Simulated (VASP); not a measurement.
# AlNi (CsCl type): relaxation of cell and atoms with PBE

The system is AlNi (CsCl type).

```
CELL_PARAMETERS angstrom
2.92575 0.00000 0.00000
0.00000 2.92575 0.00000
0.00000 0.00000 2.92575
ATOMIC_POSITIONS crystal
Ni 0.00000 0.00000 0.00000
Al 0.50000 0.50000 0.50000
```

* Program: VASP 6.6.1
* Task: relaxation of cell and atoms
* Functional: PBE
* Potentials or basis: VASP PAW PBE potentials, release 64 (Ni, Al)
* Cutoff: 600 eV
* k mesh: 14 × 14 × 14
* Occupations: fermi-dirac, width 0.05 eV
* Spin: no spin polarisation
* Target pressure: 9.3 GPa
* Dipole correction: no
* Further INCAR settings: ALGO = Normal; EDIFF = 1e-06; IBRION = 2; EDIFFG = -0.005; NSW = 60; ISIF = 3

```
Relaxed volume                                         : 11.49 Å³/atom
Relaxed cell                                           : a = 2.843 Å, b = 2.843 Å, c = 2.843 Å, α = 90.00°, β = 90.00°, γ = 90.00°
Space group after relaxing (to 0.05 Å)                 : Pm-3m (No. 221)
Energy change on relaxing (the enthalpy is what falls) : +10.4 meV/atom
Ionic steps                                            : 6
Pressure after relaxing                                : 9.3 GPa
```

The path:
```
step  energy change (eV)  largest force (eV/Å)  pressure (GPa)  volume (Å³)
   1              0.0000                0.0000           -4.95        25.04
   2              0.2186                0.0000           27.89        21.22
   3              0.0194                0.0000            9.05        23.01
   4              0.0217                0.0000            9.42        22.97
   5              0.0201                0.0000            9.21        22.99
   6              0.0208                0.0000            9.30        22.98
```

Final structure:
```xyz
2
Lattice="2.8432 0.0000 0.0000 0.0000 2.8432 0.0000 0.0000 0.0000 2.8432" Properties=species:S:1:pos:R:3 pbc="T T T"
Ni    0.0000    0.0000    0.0000
Al    1.4216    1.4216    1.4216
```

Levels at points of the mesh, in eV from the Fermi level:
```csv
k point,band 4,band 5,band 6,band 7,band 8,band 9,band 10
"(0.00, 0.00, 0.00)",-1.60,-1.60,-1.60,5.70,5.70,5.70,8.28
"(0.50, 0.00, 0.00)",-2.34,-2.34,-1.50,-0.64,8.35,10.25,10.25
"(0.50, 0.50, 0.00)",-2.97,-2.16,-2.16,-1.04,1.58,2.69,12.75
"(0.50, 0.50, 0.50)",-1.01,-1.01,2.00,2.00,2.00,4.08,4.65
```

Wall time 3.1 min on 1 thread of AMD EPYC 7R13, on a shared host, peak memory 0.15 GiB.

Caveat: the cell is relaxed towards a set pressure, so the enthalpy falls and the energy may rise. Spin polarisation is off, so any magnetic state and its effect on volume and gap are missing.
